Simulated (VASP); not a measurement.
Write the native input for VASP 6.6.1 that does the following.

| Property | Result |
| --- | --- |
| Task | single point |
| Functional | HSE06 |
| Potentials or basis | VASP PAW PBE potentials, release 64 (Ga_d, N) |
| Cutoff | 520 eV |
| k mesh | 4 × 4 × 4 |
| Occupations | methfessel-paxton, width 0.05 eV |
| Spin | no spin polarisation |
| Dipole correction | no |
| Grid for exact exchange (PRECFOCK) | Normal |
| Further INCAR settings | ALGO = Normal; EDIFF = 1e-06; NBANDS = 16 |
| Screening parameter | 0.2079 1/Å |

The system is GaN.

```
Ga N
1.0
     2.69555    0.00000    0.00000
     0.00000    2.69555    0.00000
     0.00000    0.00000    2.69555
Ga N
1 1
Direct
  0.00000 0.00000 0.00000
  0.50000 0.50000 0.50000
```

These files were run (other wordings do the same):

POSCAR

```
GaN
1.0
    2.6955546006      0.0000000000      0.0000000000
    0.0000000000      2.6955546006      0.0000000000
    0.0000000000      0.0000000000      2.6955546006
Ga N
1 1
Direct
    0.0000000000      0.0000000000      0.0000000000
    0.5000000000      0.5000000000      0.5000000000
```

INCAR.step1

```
SYSTEM = GaN
ALGO     = Normal         ! electronic algorithm
EDIFF    = 1E-5           ! SCF threshold, eV
ENCUT    = 520            ! plane-wave cutoff, eV
GGA      = PE             ! functional
GGA_COMPAT= .FALSE.      
ISIF     = 2              ! what is computed and relaxed
ISMEAR   = 1              ! smearing method
LASPH    = .TRUE.         ! aspherical terms in the spheres
LREAL    = .FALSE.        ! projectors in reciprocal space
LWAVE    = .TRUE.         ! write WAVECAR
NBANDS   = 16             ! bands
NELM     = 120            ! most SCF steps
PREC     = Accurate       ! precision mode
SIGMA    = 0.05           ! smearing width, eV
```

INCAR.step2

```
SYSTEM = GaN
ALGO     = Normal         ! electronic algorithm
EDIFF    = 1E-6           ! SCF threshold, eV
ENCUT    = 520            ! plane-wave cutoff, eV
GGA      = PE             ! functional
GGA_COMPAT= .FALSE.      
HFSCREEN = 0.2079         ! screening, 1/A
ISIF     = 2              ! what is computed and relaxed
ISMEAR   = 1              ! smearing method
ISTART   = 1            
LASPH    = .TRUE.         ! aspherical terms in the spheres
LCHARG   = .TRUE.         ! write CHGCAR
LELF     = .TRUE.         ! ELF
LHFCALC  = .TRUE.         ! exact exchange
LREAL    = .FALSE.        ! projectors in reciprocal space
LVHAR    = .TRUE.       
LWAVE    = .FALSE.        ! write WAVECAR
NBANDS   = 16             ! bands
NELM     = 120            ! most SCF steps
PREC     = Accurate       ! precision mode
PRECFOCK = Normal       
SIGMA    = 0.05           ! smearing width, eV
```

KPOINTS

```
k-points
0
G
  4 4 4
  0 0 0
```

Potentials or basis: VASP PAW PBE potentials, release 64 (Ga_d, N).

Command:

```console
$ cat potpaw_PBE.64/Ga_d/POTCAR potpaw_PBE.64/N/POTCAR > POTCAR
$ cp INCAR.step1 INCAR
$ mpirun -np 1 vasp_std > vasp.out
$ cp INCAR.step2 INCAR
$ mpirun -np 1 vasp_std > vasp.out
```

It gave:

* Pressure: 0.1 GPa
* Band gap on the k mesh: zero (band 9 reaches 8.24 eV, above the bottom of band 10 at 6.89 eV)

Caveat: the k points lie up to 0.58 Å⁻¹ apart; the PAW data sets were made with another functional, which shifts forces and pressure a little.

Wall time 2.4 min on 1 thread of Intel(R) Xeon(R) Platinum 8375C CPU @ 2.90GHz (Ice Lake), with other jobs on the host, peak memory 0.23 GiB.
